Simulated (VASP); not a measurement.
Input of a VASP 6.6.1 run:

Contents of INCAR:

```
SYSTEM = Al
PREC = Accurate ; ENCUT = 520
EDIFF = 1E-6 ; ISMEAR = 0
SIGMA = 0.15 ; LREAL = .False.
LASPH = .True. ; NELM = 80
ALGO = Fast ; ISIF = 2
LWAVE = .False. ; LCHARG = .True.
GGA = PE ; IVDW = 12
LELF = .True. ; LVHAR = .True.
NBANDS = 14
```

File KPOINTS:

```
regular mesh
0
Gamma
  18 18 4
  0 0 0
```

Contents of POSCAR:

```
Al
1.0
    2.8538000000      0.0000000000      0.0000000000
   -1.4269000000      2.4714632973      0.0000000000
    0.0000000000      0.0000000000      8.0434000000
Al
4
Direct
    0.0000000000      0.0000000000      0.0000000000
    0.3333333333      0.6666666667      0.2500000000
    0.0000000000      0.0000000000      0.5000000000
    0.6666666667      0.3333333333      0.7500000000
```

Potentials or basis: VASP PAW PBE potentials, release 64 (Al).

Launch:

```console
$ cat potpaw_PBE.64/Al/POTCAR > POTCAR
$ mpirun -np 1 vasp_std > vasp.out
```

Question: Predict the pressure.

Answer: 15.4 GPa.

Question: Estimate the band gap on the k mesh.

Answer: Zero (band 6 reaches 16.54 eV, above the bottom of band 7 at 7.60 eV).

Question: Predict the dispersion energy per atom.

Answer: -0.394 eV.

Stress tensor (GPa, compression positive):
```
 8.19  0.00  0.00
 0.00  8.19  0.00
 0.00  0.00 29.71
```

Caveat: pairwise dispersion overbinds metals, which lowers pressure and volume.
